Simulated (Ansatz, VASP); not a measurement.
**One calculation of Ge, two programs**

INCAR

```
PREC = Accurate
ENCUT = 520
EDIFF = 1E-8
ISMEAR = -4
SIGMA = 0.1
LREAL = False
LASPH = True
NELM = 100
ALGO = Normal
ISIF = 2
LWAVE = False
LCHARG = False
GGA = PE
LEFG = True
NBANDS = 21
```

File KPOINTS:

```
regular mesh
0
Gamma
  15 15 8
```

File POSCAR:

```
Ge
1.0
    2.9759643188      0.0000000000      0.0000000000
   -1.4879821594      2.5772607008      0.0000000000
    0.0000000000      0.0000000000      5.0534954650
Ge
2
Direct
    0.3333333333      0.6666666667      0.2500000000
    0.6666666667      0.3333333333      0.7500000000
```

Input for Ansatz:

```yaml
crystal:
  lattice:
    - [2.9759643188, 0.0, 0.0]
    - [-1.4879821594, 2.5772607008, 0.0]
    - [0.0, 0.0, 5.053495465]
  atoms:
    - { symbol: Ge, position: [0.3333333333, 0.6666666667, 0.25] }
    - { symbol: Ge, position: [0.6666666667, 0.3333333333, 0.75] }
kpoints:
  mp_grid: { grid: [15, 15, 8] }
  band_path:
    path:
      - [0.0, 0.0, 0.0]
      - [0.5, 0.0, 0.0]
      - [0.3333333333, 0.3333333333, 0.0]
      - [0.0, 0.0, 0.0]
      - [0.0, 0.0, 0.5]
      - [0.5, 0.0, 0.5]
      - [0.3333333333, 0.3333333333, 0.5]
      - [0.0, 0.0, 0.5]
      - [0.5, 0.0, 0.5]
    npoints: 8
scf:
  occupations: { method: tetrahedron_uncorrected }
  lower_state_search: light
hamiltonian:
  xc: pbe
  pseudopotentials: { kind: all_electron, datasets: crystal }
output:
  forces: true
  stress: true
  eigenvalues: true
  efg: { contact_densities: true }
```

Alike in both runs: task electric field gradients; functional PBE; k mesh 15 × 15 × 8; no spin polarisation.

|  | VASP | Ansatz |
| --- | --- | --- |
| version | VASP 6.6.1 | Ansatz 0.2.0 |
| potentials or method | VASP PAW PBE potentials, release 64 (Ge_d), cutoff 520 eV | all-electron PAW with datasets made for the crystal, scalar-relativistic |
| occupations | tetrahedron | tetrahedron-uncorrected |

```tsv
	VASP	Ansatz	Ansatz less VASP
gap on the k mesh at the Fermi level (eV)	none	none	-
pressure (GPa)	0.6	0.6	0.00
traceless stress, the component that is largest in VASP (GPa)	-0.42	-0.40	+0.017
```

A gap of «none» marks a metal or a gap that the smearing closes. Ansatz ran all-electron here, and VASP with PAW potentials.
